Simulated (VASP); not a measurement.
Here is a VASP 6.6.1 calculation.

The input INCAR:

```
PREC = Accurate
ENCUT = 520
EDIFF = 1E-6
ISMEAR = -1
SIGMA = 0.05
LREAL = False
LASPH = True
NELM = 60
ALGO = Normal
ISIF = 2
LWAVE = False
LCHARG = False
GGA = B5
ALDAX = 1.0
AGGAX = 1.0
AGGAC = 1.0
ALDAC = 0.0
IVDW = 12
VDW_S6 = 1.0
VDW_S8 = 2.6996
VDW_A1 = 0.4298
VDW_A2 = 4.2359
NBANDS = 26
```

The input KPOINTS:

```
Automatic mesh
0
Gamma
  10 10 3
```

File POSCAR:

```
SiC
1.0
    3.1161684510      0.0000000000      0.0000000000
   -1.5580842255      2.6986810411      0.0000000000
    0.0000000000      0.0000000000     10.2031701838
Si C
4 4
Direct
    0.0000000000      0.0000000000      0.1878943800
    0.0000000000      0.0000000000      0.6878943800
    0.3333333333      0.6666666667      0.4378419800
    0.6666666667      0.3333333333      0.9378419800
    0.0000000000      0.0000000000      0.0004600500
    0.0000000000      0.0000000000      0.5004600500
    0.3333333333      0.6666666667      0.2498025900
    0.6666666667      0.3333333333      0.7498025900
```

Potentials or basis: VASP PAW PBE potentials, release 64 (Si, C).

The run is started by

```sh
$ cat potpaw_PBE.64/Si/POTCAR potpaw_PBE.64/C/POTCAR > POTCAR
$ mpirun -np 1 vasp_std > vasp.out
```

Q: Estimate the pressure.

A: -8.6 GPa.

Q: Estimate the largest force.

A: 0.024 eV/Å.

Stress tensor (GPa, compression positive):
```
-8.71  0.00  0.00
 0.00 -8.71  0.00
 0.00  0.00 -8.47
```

Caveat: the cell stands under tension; the PAW data sets were made with another functional, which shifts forces and pressure a little.
